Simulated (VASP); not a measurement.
## Li: single point with PBE+D3(BJ)

Crystal: Li.

```xyz
16
Lattice="6.9800 0.0000 0.0000 0.0000 6.9800 0.0000 0.0000 0.0000 6.9800" Properties=species:S:1:pos:R:3 pbc="T T T"
Li    0.1448   -0.3128    0.2861
Li    4.0842    0.3058    0.5296
Li    0.3848    3.7278    0.9033
Li   -0.0853   -0.1547    3.5022
Li    2.0372    1.6816    2.7723
Li    3.8950    3.0346   -0.1663
Li    4.0876   -0.1557    4.5086
Li    5.7574    1.9478    1.8470
Li    0.7285    3.8394    4.1285
Li    2.2425    5.4595    2.3496
Li    1.8221    2.2344    5.4880
Li    3.9200    3.4443    3.7157
Li    4.7988    5.1687    1.5458
Li    5.7934    1.7953    5.3274
Li    2.3482    5.1805    5.6142
Li    5.5419    4.5749    5.4165
```

```yaml
Program: VASP 6.6.1
Task: single point
Functional: PBE
Dispersion: D3(BJ)
Potentials_or_basis: VASP PAW PBE potentials, release 64 (Li_sv)
Cutoff: 520 eV
k_mesh: 3 × 3 × 3
Occupations: fermi-dirac, width 0.1 eV
Spin: no spin polarisation
Dipole_correction: no
Further_INCAR_settings: LREAL = Auto; ALGO = Normal; EDIFF = 1e-06; NBANDS = 38
```

```json
{
  "Largest force": "0.927 eV/Å",
  "Band gap on the k mesh": "zero (bands 24 and 25 overlap by 0.46 eV)",
  "Dispersion energy per atom": "-0.162 eV"
}
```

Forces on the atoms (eV/Å):
```
Li   0.140  0.173 -0.188
Li  -0.414  0.146 -0.272
Li   0.249  0.031 -0.268
Li   0.018 -0.218  0.033
Li   0.118 -0.206 -0.474
Li  -0.199  0.196  0.451
Li  -0.169  0.226 -0.355
Li  -0.047 -0.063  0.392
Li  -0.513  0.195 -0.686
Li  -0.076  0.050 -0.079
Li  -0.001 -0.806  0.458
Li  -0.049 -0.095 -0.167
Li   0.484 -0.310  0.275
Li   0.269 -0.065  0.126
Li  -0.045  0.217  0.380
Li   0.234  0.529  0.375
```

Levels at points of the mesh, in eV from the Fermi level:
```
           k point  band 21  band 22  band 23  band 24  band 25  band 26  band 27  band 28
(0.00, 0.00, 0.00)    -1.09    -0.94    -0.93     0.30     0.32     0.39     0.44     0.48
```

Run time: 8.2 min on 1 thread of Intel Xeon 8259CL, on a shared host, peak memory 0.41 GiB.
